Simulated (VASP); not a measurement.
Runs of VASP 6.6.1 on Mg2BeS3. The structure is that of space group R-3m (No. 166), or close to it. The cells are those of the table. 

```tsv
task	cell	k mesh	gap on the mesh (eV)	pressure (GPa)	largest force (eV/Å)
relaxation of cell and atoms	relaxed from a = 5.431 Å, angles 61.2°, 6 atoms	6 × 6 × 6	none	0.0	0.03
single point	a = 5.431 Å, angles 61.2°, 6 atoms	6 × 6 × 6	none	-5.5	0.01
single point	a = 4.882 Å, angles 85.4°, 6 atoms	6 × 6 × 6	none	-0.1	(a)
single point	a = 4.895 Å, angles 85.6°, 6 atoms	12 × 12 × 12	none	-0.1	0.01
```

Alike in all rows: level PBE; potentials or basis VASP PAW PBE potentials, release 64 (Mg, Be, S); no spin polarisation; cutoff (eV) 600; smearing gaussian 0.1 eV.

Fill in the values left out.

(a) 0.02.

A gap of «none» marks levels without a gap at the run's occupations.
